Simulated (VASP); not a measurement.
The system is MgF2.

```xyz
6
Lattice="4.6976 0.0000 0.0000 0.0000 4.6976 0.0000 0.0000 0.0000 3.0931" Properties=species:S:1:pos:R:3 pbc="T T T"
Mg    0.0000    0.0000    0.0000
Mg    2.3488    2.3488    1.5465
F     1.4260    1.4260    0.0000
F     0.9228    3.7748    1.5465
F     3.2716    3.2716    0.0000
F     3.7748    0.9228    1.5465
```

- Program: VASP 6.6.1
- Task: relaxation of cell and atoms
- Functional: PBEsol
- Potentials or basis: VASP PAW PBE potentials, release 64 (Mg, F)
- Cutoff: 600 eV
- k mesh: 6 × 6 × 8
- Occupations: fermi-dirac, width 0.02 eV
- Spin: no spin polarisation

At the start: pressure -4.2 GPa; volume 11.38 Å³/atom.

How do energy, volume and symmetry change on relaxing?

Over 5 steps the energy falls by 6.8 meV/atom and the volume is 10.87 Å³/atom (-4.4 %); space group P4_2/mnm (No. 136, to 0.1 Å) before and after.

Step by step:
```tsv
step	energy change (eV)	largest force (eV/Å)	pressure (GPa)	volume (Å³)
1	0.0000	0.0404	-4.16	68.26
2	-0.0398	0.0523	-0.12	65.38
3	-0.0398	0.0541	-0.03	65.33
4	-0.0405	0.0222	-0.01	65.27
5	-0.0406	0.0015	0.01	65.23
```

Final structure:
```xyz
6
Lattice="4.6233 0.0000 0.0000 0.0000 4.6233 0.0000 0.0000 0.0000 3.0519" Properties=species:S:1:pos:R:3 pbc="T T T"
Mg    0.0000    0.0000    0.0000
Mg    2.3116    2.3116    1.5260
F     1.4017    1.4017    0.0000
F     0.9100    3.7133    1.5260
F     3.2216    3.2216    0.0000
F     3.7133    0.9100    1.5260
```

Caveat: the PAW data sets were made with another functional, which shifts forces and pressure a little.
